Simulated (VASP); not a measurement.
# GaN (CsCl type) (Pm-3m) in VASP: notebook

GaN (CsCl type) is run at these levels: PBE; tasks: single point, relaxation of cell and atoms.

Everything below comes from runs of VASP 6.6.1. Logs are shortened: lines on timing, memory, paths and dates and some standing lists are left out, and cuts for length are marked.

### Step 1. The cell of the first run

Symmetry: Pm-3m, No. 221, cubic system. The conventional cell has a = 2.743 Å, b = 2.743 Å, c = 2.743 Å, α = 90.00°, β = 90.00°, γ = 90.00°. Within 3.1 Å of Ga (site symmetry m-3m) lie 8 N at 2.38 Å and 6 Ga at 2.74 Å. N (site symmetry m-3m) has 8 Ga at 2.38 Å and 6 N at 2.74 Å within 3.1 Å.

### Step 2. Single point, PBE

Contents of INCAR:

```
SYSTEM = GaN
  ALGO = Normal
  EDIFF = 1E-7
  ENCUT = 520
  GGA = PE
  ISIF = 2
  ISMEAR = -1
  LASPH = .True.
  LCHARG = .False.
  LREAL = .False.
  LWAVE = .False.
  NBANDS = 16
  NELM = 80
  PREC = Accurate
  SIGMA = 0.08
```

Contents of KPOINTS:

```
k-points
0
Gamma
  14 14 14
  0 0 0
```

Contents of POSCAR:

```
GaN
1.0
    2.7432025431      0.0000000000      0.0000000000
    0.0000000000      2.7432025431      0.0000000000
    0.0000000000      0.0000000000      2.7432025431
Ga N
1 1
Direct
    0.0000000000      0.0000000000      0.0000000000
    0.5000000000      0.5000000000      0.5000000000
```

Potentials or basis: VASP PAW PBE potentials, release 64 (Ga_d, N).

Run with:

```
> cat potpaw_PBE.64/Ga_d/POTCAR potpaw_PBE.64/N/POTCAR > POTCAR
> mpirun -np 1 vasp_std > vasp.out
```

OUTCAR:

```text
SYSTEM = GaN
   EDIFF = 1E-7
   ENCUT = 520
   GGA = PE
   ISIF = 2
   ISMEAR = -1
   LASPH = .True.
   LREAL = .False.
   NELM = 80
   PREC = Accurate

 ion  position               nearest neighbor table
   1  0.000  0.000  0.000-
   2  0.500  0.500  0.500-

  LATTYP: Found a simple cubic cell.
 ALAT       =     2.7432025431

  Lattice vectors:

 A1 = (   2.7432025431,   0.0000000000,   0.0000000000)
 A2 = (   0.0000000000,   2.7432025431,   0.0000000000)
 A3 = (   0.0000000000,   0.0000000000,   2.7432025431)

Analysis of symmetry for initial positions (statically):
=====================================================================
 Subroutine PRICEL returns:
 Original cell was already a primitive cell.

 Routine SETGRP: Setting up the symmetry group for a
 simple cubic supercell.

 Subroutine GETGRP returns: Found 48 space group operations
 (whereof 48 operations were pure point group operations)
 out of a pool of 48 trial point group operations.

The static configuration has the point symmetry O_h .

Analysis of symmetry for dynamics (positions and initial velocities):
=====================================================================
 Subroutine PRICEL returns:
 Original cell was already a primitive cell.

 Routine SETGRP: Setting up the symmetry group for a
 simple cubic supercell.

 Subroutine GETGRP returns: Found 48 space group operations
 (whereof 48 operations were pure point group operations)
 out of a pool of 48 trial point group operations.

The dynamic configuration has the point symmetry O_h .

 Subroutine INISYM returns: Found 48 space group operations
 (whereof 48 operations are pure point group operations),
 and found     1 'primitive' translations

----------------------------------------------------------------------------------------

                                     Primitive cell

  volume of cell :      20.6430

  direct lattice vectors                    reciprocal lattice vectors
     2.743202543  0.000000000  0.000000000     0.364537428  0.000000000  0.000000000
     0.000000000  2.743202543  0.000000000     0.000000000  0.364537428  0.000000000
     0.000000000  0.000000000  2.743202543     0.000000000  0.000000000  0.364537428

  length of vectors
     2.743202543  2.743202543  2.743202543     0.364537428  0.364537428  0.364537428

  position of ions in fractional coordinates (direct lattice)
     0.000000000  0.000000000  0.000000000
     0.500000000  0.500000000  0.500000000

  ion indices of the primitive-cell ions
   primitive index   ion index
                 1           1
                 2           2

----------------------------------------------------------------------------------------

 KPOINTS: k-points

Automatic generation of k-mesh.
 Grid dimensions read from file:
 generate k-points for:   14   14   14

 Generating k-lattice:

  Cartesian coordinates                     Fractional coordinates (reciprocal lattice)
     0.026038388  0.000000000  0.000000000     0.071428571  0.000000000  0.000000000
     0.000000000  0.026038388  0.000000000     0.000000000  0.071428571  0.000000000
     0.000000000  0.000000000  0.026038388     0.000000000  0.000000000  0.071428571

  Length of vectors
     0.026038388  0.026038388  0.026038388

  Shift w.r.t. Gamma in fractional coordinates (k-lattice)
     0.000000000  0.000000000  0.000000000

 Subroutine IBZKPT returns following result:
 ===========================================

 Found    120 irreducible k-points:

 Following reciprocal coordinates:
            Coordinates               Weight
  0.000000  0.000000  0.000000      1.000000
  0.071429  0.000000  0.000000      6.000000
  0.142857  0.000000  0.000000      6.000000
  0.214286  0.000000  0.000000      6.000000
  0.285714  0.000000  0.000000      6.000000
  0.357143  0.000000  0.000000      6.000000
[... 16 lines left out ...]
  0.285714  0.214286  0.000000     24.000000
  0.357143  0.214286  0.000000     24.000000
 [... further k-points ...]
   k-points           NKPTS =    120   k-points in BZ     NKDIM =    120   number of bands    NBANDS=     16
   number of dos      NEDOS =    301   number of ions     NIONS =      2
   total plane-waves  NPLWV =   8000
   dimension x,y,z NGX =    20 NGY =   20 NGZ =   20
   dimension x,y,z NGXF=    40 NGYF=   40 NGZF=   40
   ions per type =               1   1
   NGX,Y,Z   is equivalent  to a cutoff of  12.12, 12.12, 12.12 a.u.
   NGXF,Y,Z  is equivalent  to a cutoff of  24.24, 24.24, 24.24 a.u.
 SYSTEM =  GaN
   PREC   = accura    normal or accurate (medium, high low for compatibility)
   ISTART =      0    job   : 0-new  1-cont  2-samecut
   ICHARG =      2    charge: 1-file 2-atom 10-const
   ISPIN  =      1    spin polarized calculation?
   LNONCOLLINEAR =      F non collinear calculations
   LSORBIT =      F    spin-orbit coupling
   LASPH  =      T    aspherical Exc in radial PAW
   ENCUT  =  520.0 eV  38.22 Ry    6.18 a.u.   5.10  5.10  5.10*2*pi/ulx,y,z
   NELM   =     80;   NELMIN=  2; NELMDL= -5     # of ELM steps
   EDIFF  = 0.1E-06   stopping-criterion for ELM
   LREAL  =      F    real-space projection
   EDIFFG = 0.1E-05   stopping-criterion for IOM
   NSW    =      0    number of steps for IOM
   IBRION =     -1    ionic relax: 0-MD 1-quasi-New 2-CG
   NFREE  =      0    steps in history (QN), initial steepest desc. (CG)
   ISIF   =      2    stress and relaxation
   ISYM   =      2    0-nonsym 1-usesym 2-fastsym
   POTIM  = 0.5000    time-step for ionic-motion
   TEBEG  =    0.0;   TEEND  =   0.0 temperature during run
   PSTRESS=    0.0 pullay stress
   NELECT =      18.0000    total number of electrons
   NUPDOWN=      -1.0000    fix difference up-down
   EMIN   =  10.00;   EMAX   =-10.00  energy-range for DOS
   EFERMI =   0.00;   METHOD = LEGACY
   ISMEAR =    -1;   SIGMA  =   0.08  broadening in eV -4-tet -1-fermi 0-gaus
   EFERMI_NEDOS =   21; number of points for ismear=-14 and -15
   IALGO  =     38    algorithm
   IMIX   =      4    mixing-type and parameters
     AMIX     =   0.40;   BMIX     =  1.00
     AMIX_MAG =   1.60;   BMIX_MAG =  1.00
  volume/ion in A,a.u.               =      10.32        69.65
  Fermi-wavevector in a.u.,A,eV,Ry     =   1.564016  2.955561 33.281827  2.446145
  Thomas-Fermi vector in A             =   2.666702
   LORBIT       =      0    0 simple, 1 ext, 2 COOP (PROOUT), +10 PAW based schemes
   GGA     = PE    functional components
   LHFCALC =     F    Hartree Fock is set to
   AEXX    =    0.0000 exact exchange contribution
   IVDW    =     0    specifies the selected vdW correction
   LEPSILON=     F    determine dielectric tensor
   LRPA    =     F    only Hartree local field effects (RPA)
 non-spin polarized calculation
  energy-cutoff  :      520.00
  volume of cell :       20.64
 maximum number of plane-waves:       587
   NGX = 11   NGY = 11   NGZ = 11

 number of electron      18.0000017 magnetization

 Free energy of the ion-electron system (eV)
  ---------------------------------------------------
  ext. energy  EPLUGINS =         0.00000000
  ---------------------------------------------------
  free energy    TOTEN  =        -8.94817311 eV

  energy without entropy =       -8.92340596  energy(sigma->0) =       -8.93578953

 E-fermi :   7.5844     XC(G=0): -12.7349

 val. band max:        7.5676096683   @ k =   0.3571   0.3571   0.0714
 cond. band min:       7.5942590119   @ k =   0.4286   0.0000   0.0000
 fundamental gap:      0.0266493436
 Fermi energy:         7.5843877271

 k-point     1 :       0.0000    0.0000    0.0000
  band No.  band energies     occupation
      1      -9.3902      2.00000
      2      -7.6816      2.00000
      3      -7.6816      2.00000
      4      -7.1836      2.00000
      5      -7.1836      2.00000
      6      -7.1836      2.00000
[... 8 lines left out ...]
     15      21.1313      0.00000
     16      34.7929      0.00000

 k-point     2 :       0.0714    0.0000    0.0000
  band No.  band energies     occupation
      1      -9.3122      2.00000
      2      -7.6795      2.00000
      3      -7.6661      2.00000
      4      -7.1924      2.00000
      5      -7.1924      2.00000
      6      -7.1829      2.00000
[... 8 lines left out ...]
     15      21.4577      0.00000
     16      33.2498      0.00000

 k-point     3 :       0.1429    0.0000    0.0000
  band No.  band energies     occupation
      1      -9.0833      2.00000
      2      -7.6734      2.00000
      3      -7.6222      2.00000
      4      -7.2169      2.00000
      5      -7.2169      2.00000
      6      -7.1809      2.00000
[... 8 lines left out ...]
     15      22.4776      0.00000
     16      30.8743      0.00000

 k-point     4 :       0.2143    0.0000    0.0000
  band No.  band energies     occupation
      1      -8.7180      2.00000
      2      -7.6646      2.00000
      3      -7.5570      2.00000
      4      -7.2519      2.00000
      5      -7.2519      2.00000
      6      -7.1780      2.00000
[... 8 lines left out ...]
     15      24.1213      0.00000
     16      28.6859      0.00000

 k-point     5 :       0.2857    0.0000    0.0000
  band No.  band energies     occupation
      1      -8.2495      2.00000
      2      -7.6549      2.00000
      3      -7.4791      2.00000
      4      -7.2903      2.00000
      5      -7.2903      2.00000
      6      -7.1748      2.00000
[... 8 lines left out ...]
     15      26.1801      0.00000
     16      26.6984      0.00000

 k-point     6 :       0.3571    0.0000    0.0000
  band No.  band energies     occupation
      1      -7.7581      2.00000
      2      -7.6461      2.00000
      3      -7.3822      2.00000
      4      -7.3244      2.00000
      5      -7.3244      2.00000
      6      -7.1719      2.00000
[... 8 lines left out ...]
     15      24.9161      0.00000
     16      28.4086      0.00000
[... 267 lines left out ...]
 k-point    21 :       0.5000    0.1429    0.0000
  band No.  band energies     occupation
      1      -7.7215      2.00000
      2      -7.5967      2.00000
      3      -7.3730      2.00000
      4      -7.3467      2.00000
      5      -7.1952      2.00000
      6      -6.3981      2.00000
[... 8 lines left out ...]
     15      25.0164      0.00000
     16      29.9285      0.00000

 k-point    22 :       0.2143    0.2143    0.0000
  band No.  band energies     occupation
      1      -8.2600      2.00000
      2      -7.6038      2.00000
      3      -7.4742      2.00000
      4      -7.2502      2.00000
      5      -7.2308      2.00000
      6      -7.1124      2.00000
[... 8 lines left out ...]
     15      26.6189      0.00000
     16      26.9721      0.00000

 k-point    23 :       0.2857    0.2143    0.0000
  band No.  band energies     occupation
      1      -8.0611      2.00000
      2      -7.5889      2.00000
      3      -7.4090      2.00000
      4      -7.2779      2.00000
      5      -7.2319      2.00000
      6      -6.8760      2.00000
[... 8 lines left out ...]
     15      26.4149      0.00000
     16      28.3010      0.00000

 k-point    24 :       0.3571    0.2143    0.0000
  band No.  band energies     occupation
      1      -7.9496      2.00000
      2      -7.5767      2.00000
      3      -7.3527      2.00000
      4      -7.3080      2.00000
      5      -7.2275      2.00000
      6      -6.4948      2.00000
[... 8 lines left out ...]
     15      26.3264      0.00000
     16      28.3949      0.00000

 [... further k-points ...]
[... 5 lines left out ...]
  --------------------------------------------------------------------------------------
  -------------------------------------------------------------------------------------
  Total        0.0599889      0.0599889      0.0599889      0.0000000      0.0000000     -0.0000000
  in kB        4.6559468      4.6559468      4.6559468      0.0000000      0.0000000     -0.0000000
  external PRESSURE =       4.6559468 kB  Pullay stress =       0.0000000 kB

 VOLUME and BASIS-vectors are now :
 -----------------------------------------------------------------------------
  energy-cutoff  :      520.00
  volume of cell :       20.64
      direct lattice vectors                 reciprocal lattice vectors
     2.743202543  0.000000000  0.000000000     0.364537428  0.000000000  0.000000000
     0.000000000  2.743202543  0.000000000     0.000000000  0.364537428  0.000000000
     0.000000000  0.000000000  2.743202543     0.000000000  0.000000000  0.364537428

 POSITION                                       TOTAL-FORCE (eV/Angst)
 -----------------------------------------------------------------------------------
      0.00000      0.00000      0.00000         0.000000      0.000000      0.000000
      1.37160      1.37160      1.37160         0.000000      0.000000      0.000000
 -----------------------------------------------------------------------------------
    total drift:                                0.000000      0.000000      0.000000

  FREE ENERGIE OF THE ION-ELECTRON SYSTEM (eV)
  ---------------------------------------------------
  free  energy   TOTEN  =        -8.9481731119 eV

  energy  without entropy=       -8.9234059555  energy(sigma->0) =       -8.93578953
```

Run time: 46 s. Hardware: 1 thread of Intel Xeon Platinum 8259CL at 2.50GHz (Skylake/Cascade Lake), shared host; peak memory 0.15 GiB.

Results:

* Free energy: -8.9482 eV
* Pressure: 0.5 GPa
* Band gap on the k mesh: zero (band 9 reaches 7.90 eV, above the bottom of band 10 at 6.32 eV)

Levels at points of the mesh, in eV from the Fermi level:
| k point | band 7 | band 8 | band 9 | band 10 | band 11 | band 12 |
| --- | --- | --- | --- | --- | --- | --- |
| (0.00, 0.00, 0.00) | -1.85 | -1.26 | -1.26 | -1.26 | 9.93 | 9.93 |
| (0.50, 0.00, 0.00) | -9.21 | 0.09 | 0.09 | 3.48 | 4.89 | 10.70 |
| (0.50, 0.50, 0.00) | -6.11 | -6.11 | -2.56 | 0.46 | 8.21 | 8.21 |
| (0.50, 0.50, 0.50) | -2.95 | -2.95 | -2.95 | 1.53 | 1.53 | 1.53 |

### Step 3. Relaxation of cell and atoms, PBE

This run uses another cell than the first one, of 10.00 Å³/atom, 0.969 times its volume.

Contents of INCAR:

```
ALGO = Normal ; EDIFF = 1E-7
EDIFFG = -0.005 ; ENCUT = 600
GGA = PE ; IBRION = 2
ISIF = 3 ; ISMEAR = -1
LASPH = T ; LCHARG = F
LREAL = F ; LWAVE = F
NELM = 80 ; NSW = 60
PREC = Accurate ; SIGMA = 0.08
```

Contents of KPOINTS:

```
k-points
0
Gamma
  14 14 14
```

Contents of POSCAR:

```
GaN
1.0
    2.7144176166      0.0000000000      0.0000000000
    0.0000000000      2.7144176166      0.0000000000
    0.0000000000      0.0000000000      2.7144176166
Ga N
1 1
Direct
    0.0000000000      0.0000000000      0.0000000000
    0.5000000000      0.5000000000      0.5000000000
```

Potentials or basis: VASP PAW PBE potentials, release 64 (Ga_d, N).

Run with:

```
> cat potpaw_PBE.64/Ga_d/POTCAR potpaw_PBE.64/N/POTCAR > POTCAR
> mpirun -np 1 vasp_std > vasp.out
```

It took 56 s on 1 thread of Intel Xeon Platinum 8259CL at 2.50GHz (Skylake/Cascade Lake), shared host; peak memory 0.17 GiB.

The run converged. Its results:

```
Free energy                            : -8.9485 eV
Relaxed volume                         : 10.35 Å³/atom
Relaxed cell                           : a = 2.745 Å, b = 2.745 Å, c = 2.745 Å, α = 90.00°, β = 90.00°, γ = 90.00°
Space group after relaxing (to 0.05 Å) : Pm-3m (No. 221)
Energy gained by relaxing              : 5.6 meV/atom
Ionic steps                            : 3
Pressure after relaxing                : 0.0 GPa
Band gap on the k mesh                 : zero (band 9 reaches 7.86 eV, above the bottom of band 10 at 6.29 eV)
```

Step by step:
```csv
step,energy change (eV),largest force (eV/Å),pressure (GPa),volume (Å³)
1,0.0000,0.0000,5.40,20.00
2,-0.0094,0.0000,-1.97,20.99
3,-0.0113,0.0000,-0.01,20.69
```

Final structure:
```
CELL_PARAMETERS angstrom
2.74543 0.00000 0.00000
0.00000 2.74543 0.00000
0.00000 0.00000 2.74543
ATOMIC_POSITIONS crystal
Ga 0.00000 0.00000 0.00000
N 0.50000 0.50000 0.50000
```

Levels at points of the mesh, in eV from the Fermi level:
```tsv
k point	band 6	band 7	band 8	band 9	band 10	band 11	band 12	band 13
(0.00, 0.00, 0.00)	-14.77	-1.87	-1.26	-1.26	-1.26	9.93	9.93	13.52
(0.50, 0.00, 0.00)	-14.58	-9.19	0.09	0.09	3.46	4.87	10.69	10.69
(0.50, 0.50, 0.00)	-11.95	-6.09	-6.09	-2.56	0.46	8.19	8.19	13.48
(0.50, 0.50, 0.50)	-11.76	-2.94	-2.94	-2.94	1.53	1.53	1.53	2.93
```
